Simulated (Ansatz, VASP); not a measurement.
## GaH6C2: VASP beside Ansatz

```
Ga C H
1.0
    15.00000    0.00000    0.00000
     0.00000   15.50000    0.00000
     0.00000    0.00000   16.00000
Ga C H
1 2 6
Direct
  0.49995 0.49971 0.43717
  0.61434 0.50001 0.49955
  0.38468 0.49997 0.49794
  0.60243 0.49880 0.56748
  0.65454 0.44360 0.48151
  0.65276 0.55815 0.48325
  0.32656 0.50136 0.45633
  0.38169 0.44160 0.53731
  0.38304 0.55679 0.53945
```

Alike in both runs: functional PBEsol; k mesh 1 × 1 × 1; occupations gaussian, width 0.005 eV; collinear spin.

Ansatz relaxed the structure, and its values are those at the end. VASP's run is a single point on that final structure, the one shown.

```csv
,VASP,Ansatz
version,VASP 6.6.1,Ansatz 0.2.0
potentials or method,"VASP PAW PBE potentials, release 64 (Ga_d, C, H), cutoff 520 eV","scalar-relativistic, plane waves, PAW"
valence electrons in the cell,27,27
```

```csv
,VASP,Ansatz,Ansatz less VASP
gap on the k mesh at the Fermi level (eV),1.15,1.15,-0.001
rms of the force components (eV/Å),0.020,0.001,-0.0191
net moment per atom (μB),0.11,0.11,0.000
size of the moment on the site where the two differ most (μB),0.30,0.10,-0.208
```

VASP's potentials were made for PBE, not for PBEsol. Site moments also hang on the region over which each program counts them. With one functional, cell and mesh, what is left measures potentials, basis and numerics.
